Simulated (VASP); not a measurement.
# Co (Im-3m) in VASP: single point with PBE

Aim: the single point of Co with PBE.

Everything below comes from runs of VASP 6.6.1. Logs are shortened: lines on timing, memory, paths and dates and some standing lists are left out, and cuts for length are marked.

**1. The cell of the first run**

Symmetry: Im-3m, No. 229, cubic system. The conventional cell has a = 2.809 Å, b = 2.809 Å, c = 2.809 Å, α = 90.00°, β = 90.00°, γ = 90.00°. Co (site symmetry m-3m) has 14 Co at 2.43 to 2.81 Å within 3.2 Å.

This isn't the form of Co at room conditions, which is hcp.

**2. Single point, PBE, collinear spin, ferromagnetic start**

File POSCAR:

```
Co
1.0
   -1.4046752761      1.4046752761      1.4046752761
    1.4046752761     -1.4046752761      1.4046752761
    1.4046752761      1.4046752761     -1.4046752761
Co
1
Direct
    0.0000000000      0.0000000000      0.0000000000
```

File INCAR.step1:

```
SYSTEM = Co
PREC = Accurate ; ENCUT = 520
EDIFF = 1E-6 ; ISMEAR = 0
SIGMA = 0.05 ; LREAL = .FALSE.
LASPH = .TRUE. ; NELM = 150
ALGO = Normal ; ISIF = 2
LWAVE = .FALSE. ; LCHARG = .TRUE.
ISPIN = 2 ; MAGMOM = 1.99
LMAXMIX = 4 ; GGA = PE
NBANDS = 14
```

File KPOINTS.step1:

```
regular mesh
0
G
  20 20 20
  0 0 0
```

File INCAR.step2:

```
SYSTEM = Co
PREC = Accurate ; ENCUT = 520
EDIFF = 1E-6 ; ISMEAR = -5
SIGMA = 0.05 ; LREAL = .FALSE.
LASPH = .TRUE. ; NELM = 150
ALGO = Normal ; ISIF = 2
LWAVE = .FALSE. ; LCHARG = .FALSE.
ISPIN = 2 ; MAGMOM = 1.99
LORBIT = 10 ; LMAXMIX = 4
GGA = PE ; NEDOS = 1001
ICHARG = 11
```

File KPOINTS.step2:

```
regular mesh
0
G
  30 30 30
  0 0 0
```

Potentials or basis: VASP PAW PBE potentials, release 64 (Co).

Run with:

```console
$ cat potpaw_PBE.64/Co/POTCAR > POTCAR
$ cp INCAR.step1 INCAR
$ cp KPOINTS.step1 KPOINTS
$ mpirun -np 1 vasp_std > vasp.out
$ cp INCAR.step2 INCAR
$ cp KPOINTS.step2 KPOINTS
$ mpirun -np 1 vasp_std > vasp.out
```

OUTCAR:

```text
SYSTEM = Co
   PREC = Accurate
   ENCUT = 520
   EDIFF = 1E-6
   ISMEAR = -5
   LREAL = .FALSE.
   LASPH = .TRUE.
   NELM = 150
   ISIF = 2
   ISPIN = 2
   LORBIT = 10
   GGA = PE
   ICHARG = 11

 ion  position               nearest neighbor table
   1  0.000  0.000  0.000-

  LATTYP: Found a body centered cubic cell.
 ALAT       =     2.8093505522

  Lattice vectors:

 A1 = (  -1.4046752761,   1.4046752761,   1.4046752761)
 A2 = (   1.4046752761,  -1.4046752761,   1.4046752761)
 A3 = (   1.4046752761,   1.4046752761,  -1.4046752761)

Analysis of symmetry for initial positions (statically):
=====================================================================
 Subroutine PRICEL returns:
 Original cell was already a primitive cell.

 Routine SETGRP: Setting up the symmetry group for a
 body centered cubic supercell.

 Subroutine GETGRP returns: Found 48 space group operations
 (whereof 48 operations were pure point group operations)
 out of a pool of 48 trial point group operations.

The static configuration has the point symmetry O_h .

Analysis of symmetry for dynamics (positions and initial velocities):
=====================================================================
 Subroutine PRICEL returns:
 Original cell was already a primitive cell.

 Routine SETGRP: Setting up the symmetry group for a
 body centered cubic supercell.

 Subroutine GETGRP returns: Found 48 space group operations
 (whereof 48 operations were pure point group operations)
 out of a pool of 48 trial point group operations.

The dynamic configuration has the point symmetry O_h .

Analysis of structural, dynamic, and magnetic symmetry:
=====================================================================
 Subroutine PRICEL returns:
 Original cell was already a primitive cell.

 Routine SETGRP: Setting up the symmetry group for a
 body centered cubic supercell.

 Subroutine GETGRP returns: Found 48 space group operations
 (whereof 48 operations were pure point group operations)
 out of a pool of 48 trial point group operations.

The overall configuration has the point symmetry O_h .

 Subroutine INISYM returns: Found 48 space group operations
 (whereof 48 operations are pure point group operations),
 and found     1 'primitive' translations

----------------------------------------------------------------------------------------

                                     Primitive cell

  volume of cell :      11.0863

  direct lattice vectors                    reciprocal lattice vectors
    -1.404675276  1.404675276  1.404675276     0.000000000  0.355954154  0.355954154
     1.404675276 -1.404675276  1.404675276     0.355954154  0.000000000  0.355954154
     1.404675276  1.404675276 -1.404675276     0.355954154  0.355954154  0.000000000

  length of vectors
     2.432968946  2.432968946  2.432968946     0.503395193  0.503395193  0.503395193

  position of ions in fractional coordinates (direct lattice)
     0.000000000  0.000000000  0.000000000

  ion indices of the primitive-cell ions
   primitive index   ion index
                 1           1

----------------------------------------------------------------------------------------

 KPOINTS: regular mesh

Automatic generation of k-mesh.
 Grid dimensions read from file:
 generate k-points for:   30   30   30

 Generating k-lattice:

  Cartesian coordinates                     Fractional coordinates (reciprocal lattice)
     0.000000000  0.011865138  0.011865138     0.033333333  0.000000000  0.000000000
     0.011865138  0.000000000  0.011865138     0.000000000  0.033333333  0.000000000
     0.011865138  0.011865138  0.000000000     0.000000000  0.000000000  0.033333333

  Length of vectors
     0.016779840  0.016779840  0.016779840

  Shift w.r.t. Gamma in fractional coordinates (k-lattice)
     0.000000000  0.000000000  0.000000000

 TETIRR: Found  32549 inequivalent tetrahedra from   162000

 Subroutine IBZKPT returns following result:
 ===========================================

 Found    752 irreducible k-points:

 Following reciprocal coordinates:
            Coordinates               Weight
  0.000000  0.000000  0.000000      1.000000
  0.033333  0.000000  0.000000     12.000000
  0.066667  0.000000  0.000000     12.000000
  0.100000  0.000000  0.000000     12.000000
  0.133333  0.000000  0.000000     12.000000
  0.166667  0.000000  0.000000     12.000000
[... 16 lines left out ...]
  0.233333  0.033333  0.000000     48.000000
  0.266667  0.033333  0.000000     48.000000
 [... further k-points ...]
   k-points           NKPTS =    752   k-points in BZ     NKDIM =    752   number of bands    NBANDS=      9
   number of dos      NEDOS =   1001   number of ions     NIONS =      1
   total plane-waves  NPLWV =   5832
   dimension x,y,z NGX =    18 NGY =   18 NGZ =   18
   dimension x,y,z NGXF=    36 NGYF=   36 NGZF=   36
   ions per type =               1
   NGX,Y,Z   is equivalent  to a cutoff of  12.30, 12.30, 12.30 a.u.
   NGXF,Y,Z  is equivalent  to a cutoff of  24.60, 24.60, 24.60 a.u.
 SYSTEM =  Co
   PREC   = accura    normal or accurate (medium, high low for compatibility)
   ISTART =      0    job   : 0-new  1-cont  2-samecut
   ICHARG =     11    charge: 1-file 2-atom 10-const
   ISPIN  =      2    spin polarized calculation?
   LNONCOLLINEAR =      F non collinear calculations
   LSORBIT =      F    spin-orbit coupling
   LASPH  =      T    aspherical Exc in radial PAW
   ENCUT  =  520.0 eV  38.22 Ry    6.18 a.u.   4.52  4.52  4.52*2*pi/ulx,y,z
   NELM   =    150;   NELMIN=  2; NELMDL=  0     # of ELM steps
   EDIFF  = 0.1E-05   stopping-criterion for ELM
   LREAL  =      F    real-space projection
[... 7 lines left out ...]
   TEBEG  =    0.0;   TEEND  =   0.0 temperature during run
   PSTRESS=    0.0 pullay stress
   NELECT =       9.0000    total number of electrons
   NUPDOWN=      -1.0000    fix difference up-down
   EMIN   =  10.00;   EMAX   =-10.00  energy-range for DOS
   EFERMI =   0.00;   METHOD = LEGACY
   ISMEAR =    -5;   SIGMA  =   0.05  broadening in eV -4-tet -1-fermi 0-gaus
   EFERMI_NEDOS =   21; number of points for ismear=-14 and -15
   IALGO  =     38    algorithm
   IMIX   =      4    mixing-type and parameters
     AMIX     =   0.40;   BMIX     =  1.00
     AMIX_MAG =   1.60;   BMIX_MAG =  1.00
  volume/ion in A,a.u.               =      11.09        74.81
  Fermi-wavevector in a.u.,A,eV,Ry     =   1.527190  2.885971 31.732994  2.332309
  Thomas-Fermi vector in A             =   2.635120
   LORBIT       =     10    0 simple, 1 ext, 2 COOP (PROOUT), +10 PAW based schemes
   GGA     = PE    functional components
   LHFCALC =     F    Hartree Fock is set to
   AEXX    =    0.0000 exact exchange contribution
   IVDW    =     0    specifies the selected vdW correction
   LEPSILON=     F    determine dielectric tensor
   LRPA    =     F    only Hartree local field effects (RPA)
 spin polarized calculation
 Fermi weights with tetrahedron method with Bloechl corrections
  energy-cutoff  :      520.00
  volume of cell :       11.09
 maximum number of plane-waves:       321

 number of electron       8.9999995 magnetization       1.7234578

 Free energy of the ion-electron system (eV)
  ---------------------------------------------------
  ext. energy  EPLUGINS =         0.00000000
  ---------------------------------------------------
  free energy    TOTEN  =        -6.94704378 eV

  energy without entropy =       -6.94704378  energy(sigma->0) =       -6.94704378

 E-fermi :  10.3105     XC(G=0): -13.2810

 val. band max:       10.3212951922   @ k =  -0.4000   0.4000   0.3667
 cond. band min:      10.3020055336   @ k =   0.5000   0.5000   0.3333
 fundamental gap:     -0.0192896587
 Fermi energy:        10.3105107585

 spin component 1

 k-point     1 :       0.0000    0.0000    0.0000
  band No.  band energies     occupation
      1       1.1555      1.00000
      2       7.2900      1.00000
      3       7.2900      1.00000
      4       7.2900      1.00000
      5       8.3379      1.00000
      6       8.3379      1.00000
      7      35.4742      0.00000
      8      35.4742      0.00000
      9      35.4742      0.00000

 k-point     2 :       0.0333    0.0000    0.0000
  band No.  band energies     occupation
      1       1.2017      1.00000
      2       7.2788      1.00000
      3       7.2896      1.00000
      4       7.3125      1.00000
      5       8.3264      1.00000
      6       8.3388      1.00000
      7      35.1143      0.00000
      8      35.4046      0.00000
      9      35.4279      0.00000
[... 253 lines left out ...]
 k-point    24 :       0.2667    0.0333    0.0000
  band No.  band energies     occupation
      1       3.9603      1.00000
      2       6.6919      1.00000
      3       7.2121      1.00000
      4       8.2382      1.00000
      5       8.4295      1.00000
      6       8.6829      1.00000
      7      23.9153      0.00000
      8      30.4315      0.00000
      9      32.5413      0.00000

 [... further k-points ...]

 spin component 2

 k-point     1 :       0.0000    0.0000    0.0000
  band No.  band energies     occupation
      1       1.1920      1.00000
      2       8.8084      1.00000
      3       8.8084      1.00000
      4       8.8084      1.00000
      5      10.6442      0.00000
      6      10.6442      0.00000
      7      35.2245      0.00000
      8      35.2245      0.00000
      9      35.2245      0.00000

 k-point     2 :       0.0333    0.0000    0.0000
  band No.  band energies     occupation
      1       1.2383      1.00000
      2       8.7951      1.00000
      3       8.8067      1.00000
      4       8.8326      1.00000
      5      10.6297      0.00000
      6      10.6451      0.00000
      7      34.9070      0.00000
      8      35.1658      0.00000
      9      35.1922      0.00000
[... 253 lines left out ...]
 k-point    24 :       0.2667    0.0333    0.0000
  band No.  band energies     occupation
      1       4.1533      1.00000
      2       8.1122      1.00000
      3       8.5436      1.00000
      4      10.3107      0.62283
      5      10.3472      0.01991
      6      10.7519      0.00000
      7      24.3925      0.00000
      8      30.5011      0.00000
      9      32.9597      0.00000

 [... further k-points ...]
[... 5 lines left out ...]
  --------------------------------------------------------------------------------------
  -------------------------------------------------------------------------------------
  Total       -0.0298132     -0.0298132     -0.0298132      0.0000000      0.0000000     -0.0000000
  in kB       -4.3085568     -4.3085568     -4.3085568      0.0000000      0.0000000     -0.0000000
  external PRESSURE =      -4.3085568 kB  Pullay stress =       0.0000000 kB

 VOLUME and BASIS-vectors are now :
 -----------------------------------------------------------------------------
  energy-cutoff  :      520.00
  volume of cell :       11.09
      direct lattice vectors                 reciprocal lattice vectors
    -1.404675276  1.404675276  1.404675276     0.000000000  0.355954154  0.355954154
     1.404675276 -1.404675276  1.404675276     0.355954154  0.000000000  0.355954154
     1.404675276  1.404675276 -1.404675276     0.355954154  0.355954154  0.000000000

 POSITION                                       TOTAL-FORCE (eV/Angst)
 -----------------------------------------------------------------------------------
      0.00000      0.00000      0.00000        -0.000000      0.000000     -0.000000
 -----------------------------------------------------------------------------------
    total drift:                               -0.000000     -0.000000      0.000000

  FREE ENERGIE OF THE ION-ELECTRON SYSTEM (eV)
  ---------------------------------------------------
  free  energy   TOTEN  =        -6.9470437838 eV

  energy  without entropy=       -6.9470437838  energy(sigma->0) =       -6.94704378

 total charge

# of ion       s       p       d       tot
------------------------------------------
    1        0.480   0.514   7.231   8.226

 magnetization (x)

# of ion       s       p       d       tot
------------------------------------------
    1       -0.004  -0.047   1.808   1.757
```

It took 2.3 min on 1 thread of Intel Xeon Platinum 8259CL at 2.50GHz (Skylake/Cascade Lake), shared host; peak memory 0.33 GiB.

Results:

```
Net moment                                            : 1.72 μB per cell
Site moments                                          : Co +1.76 μB
Valence electrons inside the program's atomic spheres : Co 8.23
```
